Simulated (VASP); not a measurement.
# Br (Cmce) in VASP: electric field gradients with PBE

Aim: the electric field gradients of Br with PBE.

All numbers are computed with VASP 6.6.1; they aren't measurements. Logs are shortened: lines on timing, memory, paths and dates and some standing lists are left out, and cuts for length are marked.

### 1 The cell of the first run

Symmetry: Cmce, No. 64, orthorhombic system. Conventional cell: a = 6.670 Å, b = 4.480 Å, c = 8.720 Å, α = 90.00°, β = 90.00°, γ = 90.00°. Within 3.0 Å of Br (site symmetry m) lie 1 Br at 2.27 Å.

### 2 Electric field gradients, PBE

INCAR reads:

```
ALGO = Normal
EDIFF = 1E-8
ENCUT = 520
GGA = PE
ISIF = 2
ISMEAR = -1
LASPH = True
LCHARG = False
LEFG = True
LREAL = False
LWAVE = False
NBANDS = 22
NELM = 100
PREC = Accurate
SIGMA = 0.01
```

KPOINTS reads:

```
k-points
0
Gamma
  7 7 3
```

POSCAR reads:

```
Br
1.0
    3.3350000000     -2.2400000000      0.0000000000
    3.3350000000      2.2400000000      0.0000000000
    0.0000000000      0.0000000000      8.7200000000
Br
4
Direct
    0.1350000000      0.8650000000      0.1100000000
    0.6350000000      0.3650000000      0.3900000000
    0.8650000000      0.1350000000      0.8900000000
    0.3650000000      0.6350000000      0.6100000000
```

Potentials or basis: VASP PAW PBE potentials, release 64 (Br).

Command:

```sh
cat potpaw_PBE.64/Br/POTCAR > POTCAR
mpirun -np 1 vasp_std > vasp.out
```

OUTCAR:

```text
EDIFF = 1E-8
   ENCUT = 520
   GGA = PE
   ISIF = 2
   ISMEAR = -1
   LASPH = True
   LREAL = False
   NELM = 100
   PREC = Accurate

 ion  position               nearest neighbor table
   1  0.135  0.865  0.110-   3 2.27
   2  0.635  0.365  0.390-   4 2.27
   3  0.865  0.135  0.890-   1 2.27
   4  0.365  0.635  0.610-   2 2.27

  LATTYP: Found a base centered orthorhombic cell.
 ALAT       =     4.4800000000
 B/A-ratio  =     1.4888392857
 C/A-ratio  =     1.9464285714

  Lattice vectors:

 A1 = (  -3.3350000000,  -2.2400000000,   0.0000000000)
 A2 = (   3.3350000000,  -2.2400000000,   0.0000000000)
 A3 = (   0.0000000000,   0.0000000000,   8.7200000000)

Analysis of symmetry for initial positions (statically):
=====================================================================
 Subroutine PRICEL returns:
 Original cell was already a primitive cell.

 Routine SETGRP: Setting up the symmetry group for a
 base centered orthorhombic supercell.

 Subroutine GETGRP returns: Found  8 space group operations
 (whereof  4 operations were pure point group operations)
 out of a pool of  8 trial point group operations.

The static configuration has the point symmetry C_2h.
 The point group associated with its full space group is D_2h.

Analysis of symmetry for dynamics (positions and initial velocities):
=====================================================================
 Subroutine PRICEL returns:
 Original cell was already a primitive cell.

 Routine SETGRP: Setting up the symmetry group for a
 base centered orthorhombic supercell.

 Subroutine GETGRP returns: Found  8 space group operations
 (whereof  4 operations were pure point group operations)
 out of a pool of  8 trial point group operations.

The dynamic configuration has the point symmetry C_2h.
 The point group associated with its full space group is D_2h.

 Subroutine INISYM returns: Found  8 space group operations
 (whereof  4 operations are pure point group operations),
 and found     1 'primitive' translations

----------------------------------------------------------------------------------------

                                     Primitive cell

  volume of cell :     130.2838

  direct lattice vectors                    reciprocal lattice vectors
     3.335000000 -2.240000000  0.000000000     0.149925037 -0.223214286  0.000000000
     3.335000000  2.240000000  0.000000000     0.149925037  0.223214286  0.000000000
     0.000000000  0.000000000  8.720000000     0.000000000  0.000000000  0.114678899

  length of vectors
     4.017440105  4.017440105  8.720000000     0.268890562  0.268890562  0.114678899

  position of ions in fractional coordinates (direct lattice)
     0.135000000  0.865000000  0.110000000
     0.635000000  0.365000000  0.390000000
     0.865000000  0.135000000  0.890000000
     0.365000000  0.635000000  0.610000000

  ion indices of the primitive-cell ions
   primitive index   ion index
                 1           1
                 2           2
                 3           3
                 4           4

----------------------------------------------------------------------------------------

 KPOINTS: k-points

Automatic generation of k-mesh.
 Grid dimensions read from file:
 generate k-points for:    7    7    3

 Generating k-lattice:

  Cartesian coordinates                     Fractional coordinates (reciprocal lattice)
     0.021417862 -0.031887755  0.000000000     0.142857143 -0.000000000  0.000000000
     0.021417862  0.031887755  0.000000000    -0.000000000  0.142857143  0.000000000
     0.000000000  0.000000000  0.038226300     0.000000000  0.000000000  0.333333333

  Length of vectors
     0.038412937  0.038412937  0.038226300

  Shift w.r.t. Gamma in fractional coordinates (k-lattice)
     0.000000000  0.000000000  0.000000000

 Subroutine IBZKPT returns following result:
 ===========================================

 Found     32 irreducible k-points:

 Following reciprocal coordinates:
            Coordinates               Weight
  0.000000  0.000000  0.000000      1.000000
  0.142857 -0.000000  0.000000      4.000000
  0.285714  0.000000  0.000000      4.000000
  0.428571 -0.000000  0.000000      4.000000
  0.142857  0.142857  0.000000      2.000000
  0.285714  0.142857  0.000000      4.000000
[... 16 lines left out ...]
  0.428571  0.142857  0.333333      8.000000
 -0.428571  0.142857  0.333333      8.000000
 [... further k-points ...]
   k-points           NKPTS =     32   k-points in BZ     NKDIM =     32   number of bands    NBANDS=     22
   number of dos      NEDOS =    301   number of ions     NIONS =      4
   total plane-waves  NPLWV =  63000
   dimension x,y,z NGX =    30 NGY =   30 NGZ =   70
   dimension x,y,z NGXF=    60 NGYF=   60 NGZF=  140
   ions per type =               4
   NGX,Y,Z   is equivalent  to a cutoff of  12.41, 12.41, 13.35 a.u.
   NGXF,Y,Z  is equivalent  to a cutoff of  24.83, 24.83, 26.69 a.u.
 SYSTEM =  unknown system
   PREC   = accura    normal or accurate (medium, high low for compatibility)
   ISTART =      0    job   : 0-new  1-cont  2-samecut
   ICHARG =      2    charge: 1-file 2-atom 10-const
   ISPIN  =      1    spin polarized calculation?
   LNONCOLLINEAR =      F non collinear calculations
   LSORBIT =      F    spin-orbit coupling
   LASPH  =      T    aspherical Exc in radial PAW
   ENCUT  =  520.0 eV  38.22 Ry    6.18 a.u.   7.47  7.47 16.21*2*pi/ulx,y,z
   NELM   =    100;   NELMIN=  2; NELMDL= -5     # of ELM steps
   EDIFF  = 0.1E-07   stopping-criterion for ELM
   LREAL  =      F    real-space projection
   EDIFFG = 0.1E-06   stopping-criterion for IOM
   NSW    =      0    number of steps for IOM
   IBRION =     -1    ionic relax: 0-MD 1-quasi-New 2-CG
   NFREE  =      0    steps in history (QN), initial steepest desc. (CG)
   ISIF   =      2    stress and relaxation
   ISYM   =      2    0-nonsym 1-usesym 2-fastsym
   POTIM  = 0.5000    time-step for ionic-motion
   TEBEG  =    0.0;   TEEND  =   0.0 temperature during run
   PSTRESS=    0.0 pullay stress
   NELECT =      28.0000    total number of electrons
   NUPDOWN=      -1.0000    fix difference up-down
   EMIN   =  10.00;   EMAX   =-10.00  energy-range for DOS
   EFERMI =   0.00;   METHOD = LEGACY
   ISMEAR =    -1;   SIGMA  =   0.01  broadening in eV -4-tet -1-fermi 0-gaus
   EFERMI_NEDOS =   21; number of points for ismear=-14 and -15
   IALGO  =     38    algorithm
   IMIX   =      4    mixing-type and parameters
     AMIX     =   0.40;   BMIX     =  1.00
     AMIX_MAG =   1.60;   BMIX_MAG =  1.00
  volume/ion in A,a.u.               =      32.57       219.80
  Fermi-wavevector in a.u.,A,eV,Ry     =   0.980612  1.853089 13.083372  0.961601
  Thomas-Fermi vector in A             =   2.111556
   LORBIT       =      0    0 simple, 1 ext, 2 COOP (PROOUT), +10 PAW based schemes
   GGA     = PE    functional components
[... 5 lines left out ...]
 non-spin polarized calculation
  energy-cutoff  :      520.00
  volume of cell :      130.28
 maximum number of plane-waves:      3529
 NGX is ok and might be reduce to    30
   NGX = 15   NGY = 15   NGZ = 33

 number of electron      27.9999998 magnetization

 Free energy of the ion-electron system (eV)
  ---------------------------------------------------
  ext. energy  EPLUGINS =         0.00000000
  ---------------------------------------------------
  free energy    TOTEN  =        -6.31972072 eV

  energy without entropy =       -6.31972072  energy(sigma->0) =       -6.31972072

 E-fermi :   0.2607     XC(G=0):  -8.0489

 val. band max:       -0.0127963820   @ k =   0.0000   0.0000   0.0000
 cond. band min:       1.8840124151   @ k =   0.0000   0.0000   0.0000
 fundamental gap:      1.8968087971
 Fermi energy:         0.2607496470

 k-point     1 :       0.0000    0.0000    0.0000
  band No.  band energies     occupation
      1     -16.1206      2.00000
      2     -15.7798      2.00000
      3     -13.1977      2.00000
      4     -12.4344      2.00000
      5      -5.1276      2.00000
      6      -3.9401      2.00000
[... 14 lines left out ...]
     21       9.1261      0.00000
     22       9.4269      0.00000
[... 552 lines left out ...]
  band No.  band energies     occupation
      1     -15.7652      2.00000
      2     -15.7445      2.00000
      3     -12.8403      2.00000
      4     -12.8005      2.00000
      5      -4.8027      2.00000
      6      -4.7437      2.00000
[... 14 lines left out ...]
     21       9.7469      0.00000
     22      10.0586      0.00000

 [... further k-points ...]
[... 5 lines left out ...]
  --------------------------------------------------------------------------------------
  -------------------------------------------------------------------------------------
  Total        1.2650400      1.8605670      3.9367731      0.0000000      0.0000000      0.0000000
  in kB       15.5569514     22.8805021     48.4128479      0.0000000      0.0000000      0.0000000
  external PRESSURE =      28.9501005 kB  Pullay stress =       0.0000000 kB

 VOLUME and BASIS-vectors are now :
 -----------------------------------------------------------------------------
  energy-cutoff  :      520.00
  volume of cell :      130.28
      direct lattice vectors                 reciprocal lattice vectors
     3.335000000 -2.240000000  0.000000000     0.149925037 -0.223214286  0.000000000
     3.335000000  2.240000000  0.000000000     0.149925037  0.223214286  0.000000000
     0.000000000  0.000000000  8.720000000     0.000000000  0.000000000  0.114678899

 POSITION                                       TOTAL-FORCE (eV/Angst)
 -----------------------------------------------------------------------------------
      3.33500      1.63520      0.95920         0.000000     -0.588775      1.061137
      3.33500     -0.60480      3.40080         0.000000     -0.588775     -1.061137
      3.33500     -1.63520      7.76080         0.000000      0.588775     -1.061137
      3.33500      0.60480      5.31920         0.000000      0.588775      1.061137
 -----------------------------------------------------------------------------------
    total drift:                                0.000000      0.000000      0.000000

  FREE ENERGIE OF THE ION-ELECTRON SYSTEM (eV)
  ---------------------------------------------------
  free  energy   TOTEN  =        -6.3197207224 eV

  energy  without entropy=       -6.3197207224  energy(sigma->0) =       -6.31972072

 Electric field gradients (V/A^2)
---------------------------------------------------------------------
 ion       V_xx      V_yy      V_zz      V_xy      V_xz      V_yz
---------------------------------------------------------------------
   1    -543.858   -27.483   571.341    -0.000     0.000  -605.245
   2    -543.858   -27.483   571.341     0.000    -0.000   605.245
   3    -543.858   -27.483   571.341     0.000     0.000  -605.245
   4    -543.858   -27.483   571.341    -0.000    -0.000   605.245
---------------------------------------------------------------------

 Electric field gradients after diagonalization (V/A^2)
 (convention: |V_zz| > |V_xx| > |V_yy|)
----------------------------------------------------------------------
 ion       V_xx      V_yy      V_zz     asymmetry (V_yy - V_xx)/ V_zz
----------------------------------------------------------------------
   1    -543.858  -403.326   947.183       0.148
   2    -543.858  -403.326   947.183       0.148
   3    -543.858  -403.326   947.183       0.148
   4    -543.858  -403.326   947.183       0.148
----------------------------------------------------------------------

           NMR quadrupolar parameters

 Cq : quadrupolar parameter    Cq=e*Q*V_zz/h
 eta: asymmetry parameters     (V_yy - V_xx)/ V_zz
 Q  : nuclear electric quadrupole moment in mb (millibarn)
----------------------------------------------------------------------
 ion       Cq(MHz)       eta       Q (mb)
----------------------------------------------------------------------
   1       2.290       0.148       1.000
   2       2.290       0.148       1.000
   3       2.290       0.148       1.000
   4       2.290       0.148       1.000
----------------------------------------------------------------------
```

Wall time 2.2 min (1 thread of AMD EPYC 7R43 (Zen 3), shared host); peak memory 0.22 GiB.

Results:

```
Free energy            : -6.3197 eV
Pressure               : 2.9 GPa
Largest force          : 1.214 eV/Å
Band gap on the k mesh : 1.90 eV, direct
```

Forces on the atoms (eV/Å):
```
Br   0.000 -0.589  1.061
Br   0.000 -0.589 -1.061
Br   0.000  0.589 -1.061
Br   0.000  0.589  1.061
```

Levels at points of the mesh, in eV from the valence-band top:
```
           k point  band 12  band 13  band 14  band 15  band 16  band 17
(0.00, 0.00, 0.00)    -0.40    -0.02     0.00     1.90     2.80     6.03
```

Electric field gradients, principal values (V/Å²):
| atom | least | middle | greatest (by size) |
| --- | --- | --- | --- |
| 1 Br | -403.326 | -543.858 | 947.183 |
| 2 Br | -403.326 | -543.858 | 947.183 |
| 3 Br | -403.326 | -543.858 | 947.183 |
| 4 Br | -403.326 | -543.858 | 947.183 |

Caveat: without QUAD_EFG the Cq values of the log hold for a quadrupole moment of 1 mb, not for the nuclei; forces of over 1 eV/Å act on the atoms, so gaps and moduli don't describe the material at rest. A hybrid or GW would open this gap; PBE tends to underestimate it.
